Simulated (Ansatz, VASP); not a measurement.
**Sb: VASP beside Ansatz**

File POSCAR:

```
Sb
1.0
    3.2015837161      0.0000000000      0.0000000000
    0.0000000000      3.2015837161      0.0000000000
    0.0000000000      0.0000000000      3.2015837161
Sb
1
Direct
    0.0000000000      0.0000000000      0.0000000000
```

INCAR.step1

```
  ALGO = Normal
  EDIFF = 1E-5
  ENCUT = 520
  GGA = PE
  ISIF = 2
  ISMEAR = -1
  LASPH = T
  LREAL = F
  LWAVE = T
  NBANDS = 8
  NELM = 100
  PREC = Accurate
  SIGMA = 0.05
```

File INCAR.step2:

```
  AEXX = 0.25
  ALGO = Normal
  EDIFF = 1E-7
  ENCUT = 520
  GGA = PE
  ISIF = 2
  ISMEAR = -1
  ISTART = 1
  LASPH = T
  LCHARG = T
  LELF = T
  LHFCALC = T
  LREAL = F
  LVHAR = T
  LWAVE = F
  NBANDS = 8
  NELM = 100
  PREC = Accurate
  PRECFOCK = Normal
  SIGMA = 0.05
```

The input KPOINTS:

```
k-points
0
Gamma
  6 6 6
```

input

```
crystal:
  lattice:
    - [3.2015837161, 0.0, 0.0]
    - [0.0, 3.2015837161, 0.0]
    - [0.0, 0.0, 3.2015837161]
  atoms:
    - { symbol: Sb, position: [0.0, 0.0, 0.0] }
hamiltonian:
  xc: pbe0
  pseudopotentials: { kind: paw }
kpoints:
  mp_grid: { grid: [6, 6, 6] }
scf:
  occupations: { method: fermi_dirac, width: 0.05 }
output:
  forces: true
  stress: true
  eigenvalues: true
```

Alike in both runs: task single point; functional PBE0; k mesh 6 × 6 × 6; occupations fermi-dirac, width 0.05 eV; no spin polarisation.

```csv
,VASP,Ansatz
version,VASP 6.6.1,Ansatz 0.2.0
potentials or method,"VASP PAW PBE potentials, release 64 (Sb)",Ansatz PAW
plane-wave cutoff (eV),520,420
valence electrons in the cell,5,15
```

Ansatz gave:

```
gap on the k mesh at the Fermi level (eV) : none
pressure (GPa)                            : -5.0
```

Task: What did VASP give for the same quantities?

Result: gap on the k mesh at the Fermi level (eV): none; pressure (GPa): -5.9.

A gap of «none» marks a metal or a gap that the smearing closes. The functional is the same, so the differences come from potentials, cutoffs and numerics. VASP's potentials hold 5 valence electrons a cell and Ansatz's 15, so a difference there can come from the potentials and not from the codes.

Neither program's run includes spin-orbit coupling.
